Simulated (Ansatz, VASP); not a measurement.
Two plane-wave programs on SiGe

The input INCAR:

```
SYSTEM = SiGe
PREC = Accurate ; ENCUT = 520
EDIFF = 1E-6 ; ISMEAR = 0
SIGMA = 0.03 ; LREAL = .False.
LASPH = .True. ; NELM = 60
ALGO = Normal ; ISIF = 2
LWAVE = .False. ; LCHARG = .False.
NBANDS = 26
```

KPOINTS

```
Automatic mesh
0
Gamma
  12 12 6
  0 0 0
```

File POSCAR:

```
SiGe
1.0
    3.8347660222      0.0000000000      0.0000000000
   -1.9173830111      3.3210047928      0.0000000000
    0.0000000000      0.0000000000      6.3373575767
Si Ge
2 2
Direct
    0.6666666667      0.3333333333      0.8745031008
    0.3333333333      0.6666666667      0.3745031008
    0.6666666667      0.3333333333      0.5004958992
    0.3333333333      0.6666666667      0.0004958992
```

Input for Ansatz:

```yaml
crystal:
  lattice:
    - [3.8347660222, 0.0, 0.0]
    - [-1.9173830111, 3.3210047928, 0.0]
    - [0.0, 0.0, 6.3373575767]
  atoms:
    - { symbol: Si, position: [0.6666666667, 0.3333333333, 0.8745031008] }
    - { symbol: Si, position: [0.3333333333, 0.6666666667, 0.3745031008] }
    - { symbol: Ge, position: [0.6666666667, 0.3333333333, 0.5004958992] }
    - { symbol: Ge, position: [0.3333333333, 0.6666666667, 0.0004958992] }
basis:
  ecutwfc: 420
kpoints:
  mp_grid: { grid: [12, 12, 6] }
hamiltonian:
  xc: lda
  pseudopotentials: { kind: paw, azcp: { folder: soft_1 } }
scf:
  occupations: { method: gaussian, width: 0.03 }
output:
  forces: true
  stress: true
  eigenvalues: true
```

Alike in both runs: task single point; functional LDA; k mesh 12 × 12 × 6; occupations gaussian, width 0.03 eV; no spin polarisation.

```csv
,VASP,Ansatz
version,VASP 6.6.1,Ansatz 0.2.0
potentials or method,"VASP PAW LDA potentials, release 64 (Si, Ge_d), cutoff 520 eV","scalar-relativistic, plane waves, PAW"
valence electrons in the cell,36,36
```

```csv
,VASP,Ansatz,Ansatz less VASP
gap on the k mesh at the Fermi level (eV),0.27,0.28,+0.001
least direct gap on the mesh (eV),0.52,0.51,-0.013
pressure (GPa),2.6,2.5,-0.09
rms of the force components (eV/Å),0.008,0.007,-0.0004
```

Ansatz warns that its potentials were made for another functional, while VASP's fit it. LDA's correlation is that of Perdew and Zunger in VASP and of Perdew and Wang (1992) in Ansatz. Atom by atom the forces differ by 0.000 eV/Å (rms over components).
